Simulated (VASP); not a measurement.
Set up this calculation in VASP 6.6.1, as the native input.

```yaml
Task: single point
Functional: PBE-based screened hybrid
Potentials_or_basis: VASP PAW PBE potentials, release 64 (Be, S)
Cutoff: 520 eV
k_mesh: 4 × 4 × 4
Occupations: gaussian, width 0.01 eV
Spin: no spin polarisation
Dipole_correction: no
Grid_for_exact_exchange_PRECFOCK: Normal
Share_of_exact_exchange: 0.4
Further_INCAR_settings: ALGO = Normal; EDIFF = 1e-06; NBANDS = 11
Screening_parameter: 0.1 1/Å
```

Crystal: BeS.

```
CELL_PARAMETERS angstrom
0.00000 2.31730 2.31730
2.31730 0.00000 2.31730
2.31730 2.31730 0.00000
ATOMIC_POSITIONS crystal
Be 0.00000 0.00000 0.00000
S 0.50000 0.50000 0.50000
```

These files were run (other wordings do the same):

POSCAR

```
BeS
1.0
    0.0000000000      2.3172971969      2.3172971969
    2.3172971969      0.0000000000      2.3172971969
    2.3172971969      2.3172971969      0.0000000000
Be S
1 1
Direct
    0.0000000000      0.0000000000      0.0000000000
    0.5000000000      0.5000000000      0.5000000000
```

INCAR.step1

```
PREC = Accurate
ENCUT = 520
EDIFF = 1E-5
ISMEAR = 0
SIGMA = 0.01
LREAL = False
LASPH = True
NELM = 100
ALGO = Normal
ISIF = 2
LWAVE = True
LCHARG = False
GGA = PE
NBANDS = 11
```

INCAR.step2

```
PREC = Accurate
ENCUT = 520
EDIFF = 1E-6
ISMEAR = 0
SIGMA = 0.01
LREAL = False
LASPH = True
NELM = 100
ALGO = Normal
ISIF = 2
LWAVE = False
LCHARG = False
GGA = PE
LHFCALC = True
AEXX = 0.4
HFSCREEN = 0.1
PRECFOCK = Normal
ISTART = 1
NBANDS = 11
```

KPOINTS

```
Automatic mesh
0
Gamma
  4 4 4
```

Potentials or basis: VASP PAW PBE potentials, release 64 (Be, S).

Run with:

```console
$ cat potpaw_PBE.64/Be/POTCAR potpaw_PBE.64/S/POTCAR > POTCAR
$ cp INCAR.step1 INCAR
$ mpirun -np 1 vasp_std > vasp.out
$ cp INCAR.step2 INCAR
$ mpirun -np 1 vasp_std > vasp.out
```

It gave:

| Item | Value |
| --- | --- |
| Pressure | -2.2 GPa |
| Band gap on the k mesh | 3.20 eV, indirect (least direct gap 6.51 eV) |

Caveat: the k points lie up to 0.59 Å⁻¹ apart; the PAW data sets were made with another functional, which shifts forces and pressure a little.

Wall time 3.4 min on 1 thread of Intel Xeon 8259CL, with other jobs on the host, peak memory 0.24 GiB.
